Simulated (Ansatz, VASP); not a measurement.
## One calculation of Te2Mo, two programs

```xyz
6
Lattice="3.5421 0.0000 0.0000 -1.7711 3.0676 0.0000 0.0000 0.0000 14.3184" Properties=species:S:1:pos:R:3 pbc="T T T"
Mo    0.0000    2.0451    3.5796
Mo    1.7711    1.0225   10.7388
Te    1.7711    1.0225    5.3756
Te    1.7711    1.0225    1.7836
Te    0.0000    2.0451   12.5348
Te    0.0000    2.0451    8.9428
```

Change from the starting cell: uniaxial_z strain +1.0%.

Alike in both runs: task single point; functional r2SCAN; k mesh 12 × 12 × 2; no spin polarisation.

|  | VASP | Ansatz |
| --- | --- | --- |
| version | VASP 6.6.1 | Ansatz 0.2.0 |
| potentials or method | VASP PAW PBE potentials, release 64 (Mo_sv, Te) | plane waves, PAW |
| plane-wave cutoff (eV) | 520 | 500 |
| occupations | gaussian, width 0.01 eV | fixed |
| valence electrons in the cell | 52 | 92 |

```tsv
	VASP	Ansatz	Ansatz less VASP
gap on the k mesh at the Fermi level (eV)	0.98	0.98	+0.005
pressure (GPa)	1.1	1.0	-0.12
traceless stress, the component that is largest in VASP (GPa)	-0.20	-0.26	-0.060
rms of the force components (eV/Å)	0.002	0.015	+0.0123
```

VASP's potentials were made for PBE, not for r2SCAN. Atom by atom the forces differ by 0.012 eV/Å (rms over components). VASP's potentials hold 52 valence electrons a cell and Ansatz's 92, so a difference there can come from the potentials and not from the codes.

Neither program's run includes spin-orbit coupling.
